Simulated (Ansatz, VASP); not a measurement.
**Na4AlO in VASP and in Ansatz**

File INCAR:

```
SYSTEM = Na4AlO
ALGO = Normal
EDIFF = 1E-6
EDIFFG = -0.08
ENCUT = 600
GGA = PE
IBRION = 2
ISIF = 3
ISMEAR = 0
LASPH = .TRUE.
LCHARG = .FALSE.
LREAL = .FALSE.
LWAVE = .FALSE.
NELM = 60
NSW = 36
PREC = Accurate
SIGMA = 0.2
```

Contents of KPOINTS:

```
k-points
0
G
  3 3 3
  0 0 0
```

The input POSCAR:

```
Na4AlO
1.0
    6.2800000000      0.0000000000      0.0000000000
    0.0000000000      6.2800000000      0.0000000000
    0.0000000000      0.0000000000      5.1300000000
Na Al O
8 2 2
Direct
    0.8400000000      0.3400000000      0.0000000000
    0.1600000000      0.6600000000      0.0000000000
    0.3400000000      0.1600000000      0.0000000000
    0.1600000000      0.3400000000      0.5000000000
    0.8400000000      0.6600000000      0.5000000000
    0.6600000000      0.8400000000      0.0000000000
    0.6600000000      0.1600000000      0.5000000000
    0.3400000000      0.8400000000      0.5000000000
    0.0000000000      0.0000000000      0.7500000000
    0.0000000000      0.0000000000      0.2500000000
    0.5000000000      0.5000000000      0.7500000000
    0.5000000000      0.5000000000      0.2500000000
```

Input for Ansatz:

```yaml
crystal:
  lattice:
    - [6.28, 0.0, 0.0]
    - [0.0, 6.28, 0.0]
    - [0.0, 0.0, 5.13]
  atoms:
    - { symbol: Na, position: [0.84, 0.34, 0.0] }
    - { symbol: Na, position: [0.16, 0.66, 0.0] }
    - { symbol: Na, position: [0.34, 0.16, 0.0] }
    - { symbol: Na, position: [0.16, 0.34, 0.5] }
    - { symbol: Na, position: [0.84, 0.66, 0.5] }
    - { symbol: Na, position: [0.66, 0.84, 0.0] }
    - { symbol: Na, position: [0.66, 0.16, 0.5] }
    - { symbol: Na, position: [0.34, 0.84, 0.5] }
    - { symbol: Al, position: [0.0, 0.0, 0.75] }
    - { symbol: Al, position: [0.0, 0.0, 0.25] }
    - { symbol: O, position: [0.5, 0.5, 0.75] }
    - { symbol: O, position: [0.5, 0.5, 0.25] }
basis:
  ecutwfc: 420
kpoints:
  mp_grid: { grid: [3, 3, 3] }
hamiltonian:
  xc: pbe
scf:
  occupations: { method: gaussian, width: 0.2 }
  lower_state_search: "off"
output:
  forces: true
  stress: true
  eigenvalues: true
relax:
  adjacent_minimum: "off"
  f_tol: 0.08
  max_steps: 16
  cell: { stress_tol: 0.8 }
```

Alike in both runs: task relaxation of cell and atoms; functional PBE; k mesh 3 × 3 × 3; occupations gaussian, width 0.2 eV; no spin polarisation.

|  | VASP | Ansatz |
| --- | --- | --- |
| version | VASP 6.6.1 | Ansatz 0.2.0 |
| potentials or method | VASP PAW PBE potentials, release 64 (Na_pv, Al, O), cutoff 600 eV | scalar-relativistic, plane waves, PAW |
| valence electrons in the cell | 74 | 90 |

Ansatz gave:

```
gap on the k mesh at the Fermi level, each at its own relaxed structure (eV) : none
relaxed volume (Å³/atom)                                                     : 21.62
relaxed cell length with the largest relative difference (Å)                 : 6.585
```

Q: Estimate VASP's values.

A: gap on the k mesh at the Fermi level, each at its own relaxed structure (eV): none; relaxed volume (Å³/atom): 21.30; relaxed cell length with the largest relative difference (Å): 6.531.

A gap of «none» marks a metal or a gap that the smearing closes. VASP's potentials hold 74 valence electrons a cell and Ansatz's 90, so a difference there can come from the potentials and not from the codes.

The k mesh is coarse, so the values compare programs but aren't converged. Noted on VASP's run: the volume moved by over 15 % at a fixed basis, so the end points are rough.
